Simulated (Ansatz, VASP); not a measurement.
# Ru in VASP and in Ansatz

```
CELL_PARAMETERS angstrom
-1.53263 1.53263 1.53263
1.53263 -1.53263 1.53263
1.53263 1.53263 -1.53263
ATOMIC_POSITIONS crystal
Ru 0.00000 0.00000 0.00000
```

Alike in both runs: functional r2SCAN; k mesh 15 × 15 × 15; occupations fermi-dirac, width 0.05 eV; collinear spin.

Ansatz relaxed the structure, and its values are those at the end. VASP's run is a single point on that final structure, the one shown.

|  | VASP | Ansatz |
| --- | --- | --- |
| version | VASP 6.6.1 | Ansatz 0.2.0 |
| potentials or method | VASP PAW PBE potentials, release 64 (Ru_pv), cutoff 520 eV | plane waves (500 eV) with PAW, scalar-relativistic |
| valence electrons in the cell | 14 | 16 |

|  | VASP | Ansatz | Ansatz less VASP |
| --- | --- | --- | --- |
| pressure (GPa) | -8.3 | 0.0 | +8.31 |
| net moment per atom (μB) | 0.00 | 1.26 | +1.259 |
| size of the moment on the site where the two differ most (μB) | 0.00 | 1.26 | +1.256 |

The net moments are unlike, so the other rows may belong to different states. VASP's potentials were made for PBE, not for r2SCAN. Site moments also hang on the region over which each program counts them. VASP's potentials hold 14 valence electrons a cell and Ansatz's 16, so a difference there can come from the potentials and not from the codes.
